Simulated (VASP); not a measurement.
Input of a VASP 6.6.1 run:

The input INCAR:

```
SYSTEM = Si2C
  PREC = Accurate
  ENCUT = 600
  EDIFF = 1E-6
  ISMEAR = 0
  SIGMA = 0.1
  LREAL = .FALSE.
  LASPH = .TRUE.
  NELM = 80
  ALGO = Normal
  ISIF = 3
  LWAVE = .FALSE.
  LCHARG = .FALSE.
  GGA = PE
  IBRION = 2
  NSW = 90
  EDIFFG = -0.04
```

KPOINTS

```
regular mesh
0
G
  6 6 2
  0 0 0
```

Contents of POSCAR:

```
Si2C
1.0
    2.7517682300      0.0000000000      0.0000000000
   -1.3758841100      2.3831011900      0.0000000000
    0.0000000000      0.0000000000     10.8481614500
Si C
4 2
Direct
    0.3333333300      0.6666666700      0.6209999900
    0.6666666700      0.3333333300      0.1209999900
    0.3333333300      0.6666666700      0.8790000100
    0.6666666700      0.3333333300      0.3790000100
    0.3333333300      0.6666666700      0.2500000000
    0.6666666700      0.3333333300      0.7500000000
```

Potentials or basis: VASP PAW PBE potentials, release 64 (Si, C).

Run with:

```console
$ cat potpaw_PBE.64/Si/POTCAR potpaw_PBE.64/C/POTCAR > POTCAR
$ mpirun -np 1 vasp_std > vasp.out
```

(1) Estimate the relaxed cell.

(2) Predict the space group after relaxing (to 0.05 Å).

## Answers

(1) a = 2.932 Å, b = 2.932 Å, c = 8.811 Å, α = 90.00°, β = 90.00°, γ = 120.00°.

(2) P6_3/mmc (No. 194).

Caveat: the k points lie up to 0.41 Å⁻¹ apart in the final cell.
